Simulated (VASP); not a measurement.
Input of a VASP 6.6.1 run:

The input INCAR:

```
PREC = Accurate ; ENCUT = 520
EDIFF = 1E-7 ; ISMEAR = -1
SIGMA = 0.05 ; LREAL = F
LASPH = T ; NELM = 60
ALGO = Normal ; ISIF = 2
LWAVE = F ; LCHARG = T
LELF = T ; LVHAR = T
NBANDS = 18
```

The input KPOINTS:

```
regular mesh
0
Gamma
  9 9 9
```

POSCAR

```
Al3Au
1.0
   -2.0387461922      2.0387461922      4.0834656836
    2.0387461922     -2.0387461922      4.0834656836
    2.0387461922      2.0387461922     -4.0834656836
Au Al
1 3
Direct
    0.0000000000      0.0000000000      0.0000000000
    0.5000000000      0.5000000000      0.0000000000
    0.2500000000      0.7500000000      0.5000000000
    0.7500000000      0.2500000000      0.5000000000
```

Potentials or basis: VASP PAW LDA potentials, release 64 (Au, Al).

Run with:

```sh
$ cat potpaw_LDA.64/Au/POTCAR potpaw_LDA.64/Al/POTCAR > POTCAR
$ mpirun -np 1 vasp_std > vasp.out
```

(1) Predict the band gap on the k mesh.

(2) Estimate the pressure.

## Answers

(1) zero (bands 10 and 11 overlap by 3.21 eV).

(2) -6.4 GPa.

Caveat: the cell stands under tension; spin-orbit coupling is left out, which moves the levels of the heavy elements.
